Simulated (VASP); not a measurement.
Runs of VASP 6.6.1 on ZnO. The structure is that of space group P6_3mc (No. 186), or close to it. The cells are those of the table. 

```tsv
task	cell	k mesh	cutoff (eV)	smearing	gap on the mesh (eV)	pressure (GPa)
relaxation of cell and atoms	relaxed to 15 GPa from a = 3.230, b = 3.230, c = 5.214 Å, angles 90.0, 90.0, 120.0°, 4 atoms	8 × 8 × 4	600	gaussian 0.01 eV	(b)	15.0
single point	a = 3.166, b = 3.166, c = 5.111 Å, angles 90.0, 90.0, 120.0°, 4 atoms	8 × 8 × 4	520	gaussian 0.01 eV	0.77	(a)
relaxation of cell and atoms	relaxed to 10 GPa from a = 3.230, b = 3.230, c = 5.214 Å, angles 90.0, 90.0, 120.0°, 4 atoms	8 × 8 × 4	600	gaussian 0.01 eV	0.77	10.0
single point	a = 3.139, b = 3.139, c = 5.068 Å, angles 90.0, 90.0, 120.0°, 4 atoms	8 × 8 × 4	520	gaussian 0.01 eV	0.81	16.3
single point	a = 3.230, b = 3.230, c = 5.214 Å, angles 90.0, 90.0, 120.0°, 4 atoms	12 × 12 × 8	520	fermi-dirac 0.08 eV	0.69	1.0
```

Alike in all rows: level PBEsol; potentials or basis VASP PAW PBE potentials, release 64 (Zn, O); no spin polarisation.

Question: Fill in the values left out.

Answer: (a) 11.2; (b) 0.80.

Caveats: the PAW data sets were made with another functional, which shifts forces and pressure a little; the cell is relaxed towards a set pressure, so the run minimises the enthalpy, not the energy (at least some runs); the cell stands under pressure (at least some runs).

A k mesh can miss the band edges.
